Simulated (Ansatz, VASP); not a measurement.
# CO2: VASP beside Ansatz

```
CELL_PARAMETERS angstrom
5.28401 0.00000 0.00000
0.00000 5.28401 0.00000
0.00000 0.00000 5.28401
ATOMIC_POSITIONS crystal
C 0.00000 0.00000 0.00000
C 0.50000 0.00000 0.50000
C 0.50000 0.50000 0.00000
C 0.00000 0.50000 0.50000
O 0.12742 0.12742 0.12742
O 0.37258 0.87258 0.62742
O 0.62742 0.37258 0.87258
O 0.87258 0.62742 0.37258
O 0.87258 0.87258 0.87258
O 0.62742 0.12742 0.37258
O 0.37258 0.62742 0.12742
O 0.12742 0.37258 0.62742
```

Alike in both runs: task single point; functional PBE; dispersion D3(BJ); k mesh 4 × 4 × 4; occupations gaussian, width 0.02 eV; no spin polarisation.

```csv
,VASP,Ansatz
version,VASP 6.6.1,Ansatz 0.2.0
potentials or method,"VASP PAW PBE potentials, release 64 (C, O), cutoff 520 eV","scalar-relativistic, plane waves, PAW"
valence electrons in the cell,64,64
```

|  | VASP | Ansatz | Ansatz less VASP |
| --- | --- | --- | --- |
| gap on the k mesh at the Fermi level (eV) | 7.00 | 7.03 | +0.029 |
| least direct gap on the mesh (eV) | 7.00 | 7.03 | +0.029 |
| pressure (GPa) | 5.3 | 3.4 | -1.82 |
| rms of the force components (eV/Å) | 0.303 | 0.000 | -0.3025 |

Atom by atom the forces differ by 0.302 eV/Å (rms over components). One of these differences is far larger than is usual between the two programs; its cause wasn't traced.

Noted on VASP's run: the standard files for N, O and F lose accuracy on very short bonds.
